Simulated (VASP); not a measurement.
Co, 2 atoms in the cell. Symmetry: P6_3/mmc, No. 194, hexagonal system. The conventional cell has a = 2.427 Å, b = 2.427 Å, c = 3.913 Å, α = 90.00°, β = 90.00°, γ = 120.00°. Co (site symmetry -6m2) has 12 Co at 2.41 to 2.43 Å within 3.2 Å. 

| Property | Result |
| --- | --- |
| Program | VASP 6.6.1 |
| Task | single point |
| Functional | r2SCAN |
| Potentials or basis | VASP PAW PBE potentials, release 64 (Co) |
| Cutoff | 520 eV |
| k mesh | 15 × 15 × 8 |
| Occupations | gaussian, width 0.03 eV |
| Spin | no spin polarisation |
| Dipole correction | no |
| Further INCAR settings | ALGO = Normal; EDIFF = 1e-06; NBANDS = 16 |

Potentials or basis: VASP PAW PBE potentials, release 64 (Co).

The run is started by

```bash
$ cat potpaw_PBE.64/Co/POTCAR > POTCAR
$ cp INCAR.step1 INCAR
$ mpirun -np 1 vasp_std > vasp.out
$ cp INCAR.step2 INCAR
$ mpirun -np 1 vasp_std > vasp.out
```

Hardware: 1 thread of Intel(R) Xeon(R) Platinum 8259CL CPU @ 2.50GHz (Skylake/Cascade Lake) (shared host).

Question: Estimate the wall time of this run.

Answer: It took 2.4 min on 1 thread of Intel(R) Xeon(R) Platinum 8259CL CPU @ 2.50GHz (Skylake/Cascade Lake), with other jobs on the host, peak memory 0.16 GiB. Counts: k points 135.
